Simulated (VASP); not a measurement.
SiC (Moissanite 3C):

```
Si C
1.0
     0.00000    2.17805    2.17805
     2.17805    0.00000    2.17805
     2.17805    2.17805    0.00000
Si C
1 1
Direct
  0.00000 0.00000 0.00000
  0.25000 0.25000 0.25000
```

Program: VASP 6.6.1. Alike in all runs: task single point; potentials or basis VASP PAW PBE potentials, release 64 (Si, C); no spin polarisation; cell as given; cutoff (eV) 520.

Order these runs on this cell by their band gap on the k mesh, lowest first.
A. level PBE0; k mesh 8 × 8 × 8; smearing gaussian 0.01 eV; grid for exact exchange (PRECFOCK) Normal
B. level r2SCAN0; k mesh 8 × 8 × 8; smearing gaussian 0.01 eV; grid for exact exchange (PRECFOCK) Normal
C. level PBE; k mesh 10 × 10 × 10; smearing fermi-dirac 0.02 eV
D. level r2SCAN; k mesh 10 × 10 × 10; smearing gaussian 0.01 eV

C (1.36 eV), D (1.72 eV), A (2.96 eV), B (3.19 eV).

A k mesh can miss the band edges.
